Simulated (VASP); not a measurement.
A run of VASP 6.6.1 is set up as follows.

The input POSCAR:

```
LiBr
1.0
    0.0000000000      2.7395851561      2.7395851561
    2.7395851561      0.0000000000      2.7395851561
    2.7395851561      2.7395851561      0.0000000000
Li Br
1 1
Direct
    0.0000000000      0.0000000000      0.0000000000
    0.5000000000      0.5000000000      0.5000000000
```

INCAR.step1

```
PREC = Accurate
ENCUT = 830
ISMEAR = -1
SIGMA = 0.02
LREAL = False
LASPH = True
NELM = 120
NBANDS = 12
GGA = PE
ALGO = Normal
EDIFF = 1E-5
LWAVE = True
LCHARG = False
GGA_COMPAT = False
```

INCAR.step2

```
PREC = Accurate
ENCUT = 830
EDIFF = 1E-6
ISMEAR = -1
SIGMA = 0.02
LREAL = False
LASPH = True
NELM = 120
ALGO = Normal
ISIF = 2
LWAVE = False
LCHARG = False
METAGGA = R2SCAN
LMIXTAU = True
NBANDS = 12
ISTART = 1
GGA_COMPAT = False
```

Contents of KPOINTS:

```
regular mesh
0
Gamma
  8 8 8
```

Potentials or basis: VASP PAW PBE potentials, release 64 (Li_sv, Br).

Run with:

```sh
$ cat potpaw_PBE.64/Li_sv/POTCAR potpaw_PBE.64/Br/POTCAR > POTCAR
$ cp INCAR.step1 INCAR
$ mpirun -np 1 vasp_std > vasp.out
$ cp INCAR.step2 INCAR
$ mpirun -np 1 vasp_std > vasp.out
```

**Question.** Estimate the pressure.

**Answer.** -0.4 GPa.

**Question.** Estimate the band gap on the k mesh.

**Answer.** 5.93 eV.

Caveat: the PAW data sets were made with another functional, which shifts forces and pressure a little. A k mesh can miss the band edges.
